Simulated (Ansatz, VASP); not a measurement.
One calculation of I, two programs

The input POSCAR:

```
I
1.0
    0.0000000000      2.3656004428      3.9098401324
    2.1922454667      0.0000000000      3.9098401324
    2.1922454667      2.3656004428      0.0000000000
I
1
Direct
    0.0000000000      0.0000000000      0.0000000000
```

File INCAR.step1:

```
SYSTEM = I
  PREC = Accurate
  ENCUT = 520
  ISMEAR = -1
  SIGMA = 0.05
  LREAL = .FALSE.
  LASPH = .TRUE.
  NELM = 100
  NBANDS = 10
  GGA = PE
  ALGO = Normal
  EDIFF = 1E-4
  LWAVE = .TRUE.
  LCHARG = .FALSE.
```

File INCAR.step2:

```
SYSTEM = I
  PREC = Accurate
  ENCUT = 520
  EDIFF = 1E-6
  ISMEAR = -1
  SIGMA = 0.05
  LREAL = .FALSE.
  LASPH = .TRUE.
  NELM = 100
  ALGO = Normal
  ISIF = 2
  LWAVE = .FALSE.
  LCHARG = .TRUE.
  METAGGA = R2SCAN
  LMIXTAU = .TRUE.
  LELF = .TRUE.
  LVHAR = .TRUE.
  NBANDS = 10
  ISTART = 1
```

KPOINTS

```
Automatic mesh
0
G
  5 5 5
  0 0 0
```

File input.yaml:

```yaml
crystal:
  lattice:
    - [0.0, 2.3656004428, 3.9098401324]
    - [2.1922454667, 0.0, 3.9098401324]
    - [2.1922454667, 2.3656004428, 0.0]
  atoms:
    - { symbol: I, position: [0.0, 0.0, 0.0] }
hamiltonian:
  xc: r2scan
  pseudopotentials: { kind: paw }
kpoints:
  mp_grid: { grid: [5, 5, 5] }
  band_path:
    path:
      - [[0.0, 0.0, 0.0], [0.5, 0.0, 0.5], [0.5, 0.1138942365, 0.6138942365], [0.0504161431, 0.5, 0.5504161431], [0.0, 0.5, 0.5], [0.0, 0.0, 0.0], [0.5, 0.5, 0.0], [0.9495838569, 0.5, 0.4495838569], [0.8622775204, 0.3622775204, 0.5], [0.5, 0.1138942365, 0.6138942365]]
      - [[0.5, 0.8861057635, 0.3861057635], [0.5, 0.5, 0.0]]
      - [[0.0, 0.5, 0.5], [0.1377224796, 0.6377224796, 0.5]]
      - [[0.8622775204, 0.3622775204, 0.5], [0.5, 0.0, 0.5]]
      - [[0.5, 0.5, 0.5], [0.0, 0.0, 0.0]]
    npoints: 14
scf:
  occupations: { method: fermi_dirac, width: 0.05 }
  n_extra_bands: 6
output:
  forces: true
  stress: true
  eigenvalues: true
  fatbands: false
```

Alike in both runs: functional r2SCAN; k mesh 5 × 5 × 5; occupations fermi-dirac, width 0.05 eV; no spin polarisation.

```csv
,VASP,Ansatz
version,VASP 6.6.1,Ansatz 0.2.0
potentials or method,"VASP PAW PBE potentials, release 64 (I)",Ansatz PAW
plane-wave cutoff (eV),520,500
valence electrons in the cell,7,17
task,single point,band structure
```

|  | VASP | Ansatz | Ansatz less VASP |
| --- | --- | --- | --- |
| gap on the k mesh at the Fermi level (eV) | none | none | - |
| pressure (GPa) | -0.1 | 0.0 | +0.05 |
| traceless stress, the component that is largest in VASP (GPa) | -0.68 | -0.67 | +0.008 |

VASP's potentials were made for PBE, not for r2SCAN. A gap of «none» marks a metal or a gap that the smearing closes. The functional is the same, so the differences come from potentials, cutoffs and numerics. VASP's potentials hold 7 valence electrons a cell and Ansatz's 17, so a difference there can come from the potentials and not from the codes.

The k mesh is coarse, so the values compare programs but aren't converged. Spin-orbit coupling is off throughout.
